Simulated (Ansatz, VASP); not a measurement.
# Re in VASP and in Ansatz

Contents of INCAR:

```
ALGO     = Normal         # electronic algorithm
EDIFF    = 1E-6           # SCF threshold, eV
ENCUT    = 520            # plane-wave cutoff, eV
GGA      = CA             # functional
ISIF     = 2              # what is computed and relaxed
ISMEAR   = -1             # smearing method
LASPH    = True           # aspherical terms in the spheres
LCHARG   = False          # write CHGCAR
LREAL    = False          # projectors in reciprocal space
LWAVE    = False          # write WAVECAR
NBANDS   = 10             # bands
NELM     = 100            # most SCF steps
PREC     = Accurate       # precision mode
SIGMA    = 0.1            # smearing width, eV
```

Contents of KPOINTS:

```
k-points
0
Gamma
  19 19 19
```

The input POSCAR:

```
Re
1.0
   -1.4485811638      1.4485811638      1.4485811638
    1.4485811638     -1.4485811638      1.4485811638
    1.4485811638      1.4485811638     -1.4485811638
Re
1
Direct
    0.0000000000      0.0000000000      0.0000000000
```

Input for Ansatz:

```yaml
crystal:
  lattice:
    - [-1.4485811638, 1.4485811638, 1.4485811638]
    - [1.4485811638, -1.4485811638, 1.4485811638]
    - [1.4485811638, 1.4485811638, -1.4485811638]
  atoms:
    - { symbol: Re, position: [0.0, 0.0, 0.0] }
kpoints:
  mp_grid: { grid: [19, 19, 19] }
scf:
  occupations: { method: fermi_dirac, width: 0.1 }
hamiltonian:
  xc: lda
  pseudopotentials: { kind: all_electron, lapw: { basis_error: 0.001 } }
output:
  forces: true
  stress: true
  eigenvalues: true
  populations: true
```

Change from the starting cell: volume scaled by 0.84, LAPW.

Alike in both runs: task single point; functional LDA; k mesh 19 × 19 × 19; occupations fermi-dirac, width 0.1 eV; no spin polarisation.

|  | VASP | Ansatz |
| --- | --- | --- |
| version | VASP 6.6.1 | Ansatz 0.2.0 |
| potentials or method | VASP PAW LDA potentials, release 64 (Re), cutoff 520 eV | all-electron LAPW, scalar-relativistic |

|  | VASP | Ansatz | Ansatz less VASP |
| --- | --- | --- | --- |
| pressure (GPa) | 106.0 | 100.5 | -5.45 |

LDA's correlation is that of Perdew and Zunger in VASP and of Perdew and Wang (1992) in Ansatz. Both programs put the cell under a high pressure, so it lies far from rest at this level. Ansatz ran all-electron here, and VASP with PAW potentials.

Neither program's run includes spin-orbit coupling. Noted on VASP's run: the cell as given lies far from equilibrium.
